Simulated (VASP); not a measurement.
# Cd in VASP: a series of runs, part 2 of 2

VASP 6.6.1. The steps go on from the part before.

## (4) Single point, PBE (23.18 Å³/atom)

This run uses another cell than the first one, of 23.18 Å³/atom.

INCAR

```
SYSTEM = Cd
ALGO     = Fast           ! electronic algorithm
EDIFF    = 1E-6           ! SCF threshold, eV
ENCUT    = 520            ! plane-wave cutoff, eV
GGA      = PE             ! functional
ISIF     = 2              ! what is computed and relaxed
ISMEAR   = -1             ! smearing method
LASPH    = .TRUE.         ! aspherical terms in the spheres
LCHARG   = .FALSE.        ! write CHGCAR
LREAL    = .FALSE.        ! projectors in reciprocal space
LWAVE    = .FALSE.        ! write WAVECAR
NBANDS   = 12             ! bands
NELM     = 80             ! most SCF steps
PREC     = Accurate       ! precision mode
SIGMA    = 0.05           ! smearing width, eV
```

KPOINTS

```
k-points
0
G
  10 10 10
  0 0 0
```

POSCAR

```
Cd
1.0
   -1.7961390464      1.7961390464      1.7961390464
    1.7961390464     -1.7961390464      1.7961390464
    1.7961390464      1.7961390464     -1.7961390464
Cd
1
Direct
    0.0000000000      0.0000000000      0.0000000000
```

Potentials or basis: VASP PAW PBE potentials, release 64 (Cd).

Run with:

```bash
cat potpaw_PBE.64/Cd/POTCAR > POTCAR
mpirun -np 1 vasp_std > vasp.out
```

OUTCAR:

```text
SYSTEM = Cd
   EDIFF = 1E-6
   ENCUT = 520
   GGA = PE
   ISIF = 2
   ISMEAR = -1
   LASPH = .TRUE.
   LREAL = .FALSE.
   NELM = 80
   PREC = Accurate

 ion  position               nearest neighbor table
   1  0.000  0.000  0.000-

  LATTYP: Found a body centered cubic cell.
 ALAT       =     3.5922780928

  Lattice vectors:

 A1 = (  -1.7961390464,   1.7961390464,   1.7961390464)
 A2 = (   1.7961390464,  -1.7961390464,   1.7961390464)
 A3 = (   1.7961390464,   1.7961390464,  -1.7961390464)

Analysis of symmetry for initial positions (statically):
=====================================================================
 Subroutine PRICEL returns:
 Original cell was already a primitive cell.

 Routine SETGRP: Setting up the symmetry group for a
 body centered cubic supercell.

 Subroutine GETGRP returns: Found 48 space group operations
 (whereof 48 operations were pure point group operations)
 out of a pool of 48 trial point group operations.

The static configuration has the point symmetry O_h .

Analysis of symmetry for dynamics (positions and initial velocities):
=====================================================================
 Subroutine PRICEL returns:
 Original cell was already a primitive cell.

 Routine SETGRP: Setting up the symmetry group for a
 body centered cubic supercell.

 Subroutine GETGRP returns: Found 48 space group operations
 (whereof 48 operations were pure point group operations)
 out of a pool of 48 trial point group operations.

The dynamic configuration has the point symmetry O_h .

 Subroutine INISYM returns: Found 48 space group operations
 (whereof 48 operations are pure point group operations),
 and found     1 'primitive' translations

----------------------------------------------------------------------------------------
[... 114 lines left out ...]
  Thomas-Fermi vector in A             =   2.444790
   LORBIT       =      0    0 simple, 1 ext, 2 COOP (PROOUT), +10 PAW based schemes
   GGA     = PE    functional components
   LHFCALC =     F    Hartree Fock is set to
   AEXX    =    0.0000 exact exchange contribution
   IVDW    =     0    specifies the selected vdW correction
   LEPSILON=     F    determine dielectric tensor
   LRPA    =     F    only Hartree local field effects (RPA)
 non-spin polarized calculation
 RMM-DIIS sequential band-by-band and
  energy-cutoff  :      520.00
  volume of cell :       23.18
 maximum number of plane-waves:       638
   NGX = 11   NGY = 11   NGZ = 11

 number of electron      12.0000008 magnetization

 Free energy of the ion-electron system (eV)
  ---------------------------------------------------
  ext. energy  EPLUGINS =         0.00000000
  ---------------------------------------------------
  free energy    TOTEN  =        -0.69657165 eV

  energy without entropy =       -0.69075776  energy(sigma->0) =       -0.69366470

 E-fermi :   2.6110     XC(G=0): -10.6724

 val. band max:        2.5442847928   @ k =  -0.4000  -0.4000   0.1000
 cond. band min:       2.6224903494   @ k =  -0.4000   0.4000   0.4000
 fundamental gap:      0.0782055566
 Fermi energy:         2.6110442109

 k-point     1 :       0.0000    0.0000    0.0000
  band No.  band energies     occupation
      1      -6.6352      2.00000
      2      -6.6352      2.00000
      3      -6.6352      2.00000
      4      -6.0594      2.00000
      5      -6.0594      2.00000
      6      -5.9281      2.00000
      7      17.7326      0.00000
      8      17.7326      0.00000
      9      17.7326      0.00000
     10      18.0552      0.00000
     11      18.0552      0.00000
     12      18.0552      0.00000
[... 331 lines left out ...]
 k-point    24 :      -0.3000    0.3000    0.1000
  band No.  band energies     occupation
      1      -6.7352      2.00000
      2      -6.7328      2.00000
      3      -6.2401      2.00000
      4      -6.1052      2.00000
      5      -6.0419      2.00000
      6      -3.1221      2.00000
      7       7.5641      0.00000
      8      11.8504      0.00000
      9      12.6533      0.00000
     10      16.6958      0.00000
     11      17.6385      0.00000
     12      18.5378      0.00000

 [... further k-points ...]

------------------------ aborting loop because EDIFF is reached ----------------------------------------

  FORCE on cell =-STRESS in cart. coord.  units (eV):
  Direction    XX          YY          ZZ          XY          YZ          ZX
  --------------------------------------------------------------------------------------
  -------------------------------------------------------------------------------------
  Total        0.0971237      0.0971237      0.0971237     -0.0000000      0.0000000     -0.0000000
  in kB        6.7136085      6.7136085      6.7136085     -0.0000000      0.0000000     -0.0000000
  external PRESSURE =       6.7136085 kB  Pullay stress =       0.0000000 kB

 VOLUME and BASIS-vectors are now :
 -----------------------------------------------------------------------------
  energy-cutoff  :      520.00
  volume of cell :       23.18
      direct lattice vectors                 reciprocal lattice vectors
    -1.796139046  1.796139046  1.796139046     0.000000000  0.278374885  0.278374885
     1.796139046 -1.796139046  1.796139046     0.278374885  0.000000000  0.278374885
     1.796139046  1.796139046 -1.796139046     0.278374885  0.278374885  0.000000000

 POSITION                                       TOTAL-FORCE (eV/Angst)
 -----------------------------------------------------------------------------------
      0.00000      0.00000      0.00000        -0.000000      0.000000      0.000000
 -----------------------------------------------------------------------------------
    total drift:                                0.000000     -0.000000      0.000000

  FREE ENERGIE OF THE ION-ELECTRON SYSTEM (eV)
  ---------------------------------------------------
  free  energy   TOTEN  =        -0.6965716475 eV

  energy  without entropy=       -0.6907577559  energy(sigma->0) =       -0.69366470
```

OSZICAR:

```text
N       E                     dE             d eps       ncg     rms          rms(c)
DAV:   1     0.674688291807E+02    0.67469E+02   -0.69199E+03  1192   0.982E+02
DAV:   2     0.556019786922E+00   -0.66913E+02   -0.63747E+02  1204   0.229E+02
DAV:   3    -0.732664240023E+00   -0.12887E+01   -0.12879E+01  1308   0.354E+01
DAV:   4    -0.734218810051E+00   -0.15546E-02   -0.15545E-02  1284   0.124E+00
DAV:   5    -0.734222525869E+00   -0.37158E-05   -0.37157E-05  1316   0.594E-02    0.271E+00
RMM:   6    -0.697875826503E+00    0.36347E-01   -0.67438E-02  1144   0.270E+00    0.221E+00
RMM:   7    -0.696304531617E+00    0.15713E-02   -0.57861E-03  1183   0.692E-01    0.110E+00
RMM:   8    -0.696530784291E+00   -0.22625E-03   -0.15950E-03  1167   0.592E-01    0.810E-02
RMM:   9    -0.696568041158E+00   -0.37257E-04   -0.88958E-05  1235   0.104E-01    0.573E-02
RMM:  10    -0.696571915859E+00   -0.38747E-05   -0.27390E-05  1237   0.764E-02    0.547E-03
RMM:  11    -0.696571647537E+00    0.26832E-06   -0.13904E-06   823   0.130E-02
   1 F= -.69657165E+00 E0= -.69366470E+00  d E =-.581389E-02
```

It took 11 s on 1 thread of AMD EPYC 7R43 (Zen 3), shared host; peak memory 0.11 GiB.

What came out:

| Item | Value |
| --- | --- |
| Free energy | -0.6966 eV |
| Pressure | 0.7 GPa |
| Band gap on the k mesh | zero (bands 6 and 7 overlap by 4.40 eV) |

## (5) Single point, PBE (23.63 Å³/atom)

This run uses another cell than the first one, of 23.63 Å³/atom.

INCAR

```
SYSTEM = Cd
PREC     = Accurate       ! precision mode
ENCUT    = 520            ! plane-wave cutoff, eV
EDIFF    = 1E-7           ! SCF threshold, eV
ISMEAR   = -1             ! smearing method
SIGMA    = 0.05           ! smearing width, eV
LREAL    = .False.        ! projectors in reciprocal space
LASPH    = .True.         ! aspherical terms in the spheres
NELM     = 80             ! most SCF steps
ALGO     = Fast           ! electronic algorithm
ISIF     = 2              ! what is computed and relaxed
LWAVE    = .False.        ! write WAVECAR
LCHARG   = .False.        ! write CHGCAR
GGA      = PE             ! functional
NBANDS   = 12             ! bands
```

KPOINTS

```
Automatic mesh
0
Gamma
  10 10 10
  0 0 0
```

POSCAR

```
Cd
1.0
   -1.8078026137      1.8078026137      1.8078026137
    1.8078026137     -1.8078026137      1.8078026137
    1.8078026137      1.8078026137     -1.8078026137
Cd
1
Direct
    0.0000000000      0.0000000000      0.0000000000
```

Run with:

```bash
cat potpaw_PBE.64/Cd/POTCAR > POTCAR
mpirun -np 1 vasp_std > vasp.out
```

Run time: 11 s. Hardware: 1 thread of AMD EPYC 7R43 (Zen 3), shared host; peak memory 0.11 GiB.

Results (log left out):

- Free energy: -0.6974 eV
- Pressure: -0.1 GPa
- Band gap on the k mesh: zero (bands 6 and 7 overlap by 4.41 eV)

Levels at points of the mesh, in eV from the Fermi level:
| k point | band 3 | band 4 | band 5 | band 6 | band 7 | band 8 | band 9 | band 10 |
| --- | --- | --- | --- | --- | --- | --- | --- | --- |
| (0.00, 0.00, 0.00) | -9.19 | -8.63 | -8.63 | -8.39 | 15.04 | 15.04 | 15.04 | 15.19 |
| (0.50, 0.00, 0.00) | -8.66 | -8.61 | -8.26 | -1.96 | -1.16 | 8.80 | 9.61 | 12.97 |
| (0.50, 0.50, 0.50) | -8.35 | -8.35 | -8.35 | 3.25 | 3.25 | 3.25 | 4.99 | 7.61 |

## (6) Single point, PBE (the cell strained at random)

INCAR

```
PREC = Accurate
ENCUT = 520
EDIFF = 1E-6
ISMEAR = -1
SIGMA = 0.05
LREAL = F
LASPH = T
NELM = 100
ALGO = Normal
ISIF = 2
LWAVE = F
LCHARG = T
GGA = PE
LELF = T
LVHAR = T
NBANDS = 12
```

KPOINTS

```
regular mesh
0
Gamma
  10 10 10
```

POSCAR

```
Cd
1.0
   -1.8139690000      1.8156100000      1.8212240000
    1.8009050000     -1.8130460000      1.8055960000
    1.7330670000      1.7321430000     -1.8186600000
Cd
1
Direct
   -0.0030060000     -0.0150370000      0.0151120000
```

Potentials or basis: VASP PAW PBE potentials, release 64 (Cd).

Run with:

```bash
cat potpaw_PBE.64/Cd/POTCAR > POTCAR
mpirun -np 1 vasp_std > vasp.out
```

OUTCAR:

```text
PREC = Accurate
   ENCUT = 520
   EDIFF = 1E-6
   ISMEAR = -1
   LREAL = F
   LASPH = T
   NELM = 100
   ISIF = 2
   GGA = PE

 ion  position               nearest neighbor table
   1  0.997  0.985  0.015-

  LATTYP: Found a triclinic cell.
 ALAT       =     3.0514528990
 B/A-ratio  =     1.6657734686
 C/A-ratio  =     1.0254095354
 COS(alpha) =     0.0020720621
 COS(beta)  =     0.3459514237
 COS(gamma) =     0.8137896544

  Lattice vectors:

 A1 = (   1.7330670000,   1.7321430000,  -1.8186600000)
 A2 = (   3.5470360000,  -0.0834670000,  -3.6398840000)
 A3 = (  -1.8009050000,   1.8130460000,  -1.8055960000)

Analysis of symmetry for initial positions (statically):
=====================================================================
 Subroutine PRICEL returns:
 Original cell was already a primitive cell.

 Routine SETGRP: Setting up the symmetry group for a
 triclinic supercell.

 Subroutine GETGRP returns: Found  2 space group operations
 (whereof  1 operations were pure point group operations)
 out of a pool of  2 trial point group operations.

The static configuration has the point symmetry C_1 .
 The point group associated with its full space group is S_2 .

Analysis of symmetry for dynamics (positions and initial velocities):
=====================================================================
 Subroutine PRICEL returns:
 Original cell was already a primitive cell.

 Routine SETGRP: Setting up the symmetry group for a
 triclinic supercell.

 Subroutine GETGRP returns: Found  2 space group operations
 (whereof  1 operations were pure point group operations)
 out of a pool of  2 trial point group operations.

The dynamic configuration has the point symmetry C_1 .
 The point group associated with its full space group is S_2 .

 Subroutine INISYM returns: Found  2 space group operations
 (whereof  1 operations are pure point group operations),
[... 117 lines left out ...]
  Thomas-Fermi vector in A             =   2.452872
   LORBIT       =      0    0 simple, 1 ext, 2 COOP (PROOUT), +10 PAW based schemes
   GGA     = PE    functional components
   LHFCALC =     F    Hartree Fock is set to
   AEXX    =    0.0000 exact exchange contribution
   IVDW    =     0    specifies the selected vdW correction
   LEPSILON=     F    determine dielectric tensor
   LRPA    =     F    only Hartree local field effects (RPA)
 non-spin polarized calculation
  energy-cutoff  :      520.00
  volume of cell :       22.72
 maximum number of plane-waves:       628
   NGX = 11   NGY = 11   NGZ = 11

 number of electron      12.0000000 magnetization

 Free energy of the ion-electron system (eV)
  ---------------------------------------------------
  ext. energy  EPLUGINS =         0.00000000
  ---------------------------------------------------
  free energy    TOTEN  =        -0.69521238 eV

  energy without entropy =       -0.69157100  energy(sigma->0) =       -0.69339169

 E-fermi :   2.6911     XC(G=0): -10.7750

 val. band max:        2.6906416879   @ k =  -0.3000  -0.4000   0.1000
 cond. band min:       2.6972852272   @ k =  -0.0000   0.2000   0.4000
 fundamental gap:      0.0066435393
 Fermi energy:         2.6911409021

 k-point     1 :       0.0000    0.0000    0.0000
  band No.  band energies     occupation
      1      -6.6632      2.00000
      2      -6.5357      2.00000
      3      -6.4782      2.00000
      4      -5.9762      2.00000
      5      -5.9333      2.00000
      6      -5.9220      2.00000
      7      17.4737      0.00000
      8      17.7077      0.00000
      9      17.9166      0.00000
     10      18.1364      0.00000
     11      18.3838      0.00000
     12      19.8081      0.00000
[... 331 lines left out ...]
 k-point    24 :      -0.3000    0.2000    0.0000
  band No.  band energies     occupation
      1      -6.7809      2.00000
      2      -6.6494      2.00000
      3      -6.1104      2.00000
      4      -6.0095      2.00000
      5      -5.9180      2.00000
      6      -3.9625      2.00000
      7       9.1257      0.00000
      8      11.8893      0.00000
      9      13.9419      0.00000
     10      17.1494      0.00000
     11      19.3531      0.00000
     12      20.4634      0.00000

 [... further k-points ...]

------------------------ aborting loop because EDIFF is reached ----------------------------------------

  FORCE on cell =-STRESS in cart. coord.  units (eV):
  Direction    XX          YY          ZZ          XY          YZ          ZX
  --------------------------------------------------------------------------------------
  -------------------------------------------------------------------------------------
  Total        0.1964426      0.2017178      0.2093129      0.0368402      0.0100513     -0.0130821
  in kB       13.8505333     14.2224681     14.7579756      2.5974866      0.7086848     -0.9223788
  external PRESSURE =      14.2769923 kB  Pullay stress =       0.0000000 kB

 VOLUME and BASIS-vectors are now :
 -----------------------------------------------------------------------------
  energy-cutoff  :      520.00
  volume of cell :       22.72
      direct lattice vectors                 reciprocal lattice vectors
    -1.813969000  1.815610000  1.821224000     0.007470768  0.281839769  0.275551299
     1.800905000 -1.813046000  1.805596000     0.284134504  0.006279321  0.276742665
     1.733067000  1.732143000 -1.818660000     0.289574778  0.288471330  0.000839128

 POSITION                                       TOTAL-FORCE (eV/Angst)
 -----------------------------------------------------------------------------------
     -0.00850      0.05055      3.56671         0.000000      0.000000     -0.000000
 -----------------------------------------------------------------------------------
    total drift:                               -0.000012     -0.000014     -0.000008

  FREE ENERGIE OF THE ION-ELECTRON SYSTEM (eV)
  ---------------------------------------------------
  free  energy   TOTEN  =        -0.6952123786 eV

  energy  without entropy=       -0.6915710044  energy(sigma->0) =       -0.69339169
```

OSZICAR:

```text
N       E                     dE             d eps       ncg     rms          rms(c)
DAV:   1     0.701276693778E+02    0.70128E+02   -0.69155E+03 12928   0.985E+02
DAV:   2     0.571311499677E+00   -0.69556E+02   -0.66221E+02 13412   0.236E+02
DAV:   3    -0.733840559186E+00   -0.13052E+01   -0.13044E+01 14152   0.362E+01
DAV:   4    -0.735447556082E+00   -0.16070E-02   -0.16070E-02 13236   0.126E+00
DAV:   5    -0.735451395561E+00   -0.38395E-05   -0.38394E-05 13996   0.618E-02    0.287E+00
DAV:   6    -0.696760641075E+00    0.38691E-01   -0.10548E-01 13844   0.406E+00    0.232E+00
DAV:   7    -0.694974976315E+00    0.17857E-02   -0.99903E-03 13532   0.103E+00    0.114E+00
DAV:   8    -0.695174471322E+00   -0.19950E-03   -0.13192E-03 12408   0.494E-01    0.580E-02
DAV:   9    -0.695206977576E+00   -0.32506E-04   -0.13015E-05 14144   0.362E-02    0.107E-02
DAV:  10    -0.695212451126E+00   -0.54735E-05   -0.45496E-06 12468   0.227E-02    0.137E-03
DAV:  11    -0.695212378550E+00    0.72575E-07   -0.16900E-08  6508   0.142E-03
   1 F= -.69521238E+00 E0= -.69339169E+00  d E =-.364137E-02
```

stdout:

```text
POSCAR found type information on POSCAR Cd
 POSCAR found :  1 types and       1 ions
 scaLAPACK will be used
 LDA part: xc-table for (Slater+PW92), standard interpolation
 POSCAR, INCAR and KPOINTS ok, starting setup
 FFT: planning ... GRIDC
 FFT: planning ... GRID_SOFT
 FFT: planning ... GRID
 WAVECAR not read
 entering main loop
```

It took 98 s on 1 thread of AMD EPYC 7R43 (Zen 3), shared host; peak memory 0.21 GiB.

Results:

- Free energy: -0.6952 eV
- Pressure: 1.4 GPa
- Band gap on the k mesh: zero (bands 6 and 7 overlap by 4.28 eV)

Stress tensor (GPa, compression positive):
```
 1.39  0.26 -0.09
 0.26  1.42  0.07
-0.09  0.07  1.48
```

Levels at points of the mesh, in eV from the Fermi level:
| k point | band 2 | band 3 | band 4 | band 5 | band 6 | band 7 | band 8 | band 9 | band 10 | band 11 |
| --- | --- | --- | --- | --- | --- | --- | --- | --- | --- | --- |
| (0.00, 0.00, 0.00) | -9.23 | -9.17 | -8.67 | -8.62 | -8.61 | 14.78 | 15.02 | 15.23 | 15.45 | 15.69 |
| (0.50, 0.00, 0.00) | -9.53 | -8.70 | -8.62 | -8.25 | -2.10 | -1.14 | 9.07 | 10.28 | 13.26 | 14.37 |
| (0.00, 0.50, 0.00) | -9.53 | -8.70 | -8.62 | -8.24 | -2.05 | -1.02 | 8.85 | 10.24 | 13.05 | 14.33 |
| (0.50, 0.50, 0.00) | -9.63 | -8.61 | -8.56 | -8.28 | -2.18 | -1.33 | 9.18 | 9.76 | 13.33 | 13.88 |
| (0.00, 0.00, 0.50) | -9.53 | -8.67 | -8.65 | -8.18 | -1.78 | -0.47 | 8.44 | 9.34 | 12.79 | 13.30 |
| (0.50, 0.00, 0.50) | -9.54 | -8.69 | -8.61 | -8.25 | -2.11 | -1.16 | 8.98 | 10.30 | 13.16 | 14.39 |
| (0.00, 0.50, 0.50) | -9.52 | -8.70 | -8.62 | -8.24 | -2.09 | -1.12 | 8.90 | 10.41 | 13.09 | 14.50 |
| (0.50, 0.50, 0.50) | -9.70 | -8.41 | -8.35 | -8.26 | 2.95 | 3.40 | 3.69 | 5.36 | 7.72 | 8.01 |

Caveat: the cell differs from its parent crystal (the cell strained at random).

## (7) Overview

| level | potentials or basis | spin | cell | k mesh | smearing | gap on the mesh (eV) | pressure (GPa) |
| --- | --- | --- | --- | --- | --- | --- | --- |
| LDA | VASP PAW LDA potentials, release 64 (Cd) | non-collinear, zero start, SOC | a = 3.099, b = 3.117, c = 3.048 Å, angles 109.6, 109.9, 108.7°, 1 atom | 7 × 7 × 7 | methfessel-paxton 0.1 eV | - | -5.1 |
| PBE | VASP PAW PBE potentials, release 64 (Cd) | off | a = 3.049 Å, angles 109.5°, 1 atom | 10 × 10 × 10 | fermi-dirac 0.05 eV | none | 3.3 |
| PBE | VASP PAW PBE potentials, release 64 (Cd) | off | a = 3.111 Å, angles 109.5°, 1 atom | 10 × 10 × 10 | fermi-dirac 0.05 eV | none | 0.7 |
| PBE | VASP PAW PBE potentials, release 64 (Cd) | off | a = 3.131 Å, angles 109.5°, 1 atom | 10 × 10 × 10 | fermi-dirac 0.05 eV | none | -0.1 |
| PBE | VASP PAW PBE potentials, release 64 (Cd) | off | a = 3.147, b = 3.129, c = 3.051 Å, angles 110.2, 110.2, 109.4°, 1 atom | 10 × 10 × 10 | fermi-dirac 0.05 eV | none | 1.4 |

Alike in all rows: task single point; cutoff (eV) 520.

Caveats: the cell stands under tension (at least some runs); the cell stands under pressure (at least some runs).

Total energies depend on the potentials used, so only differences within one code and one set of settings carry meaning.
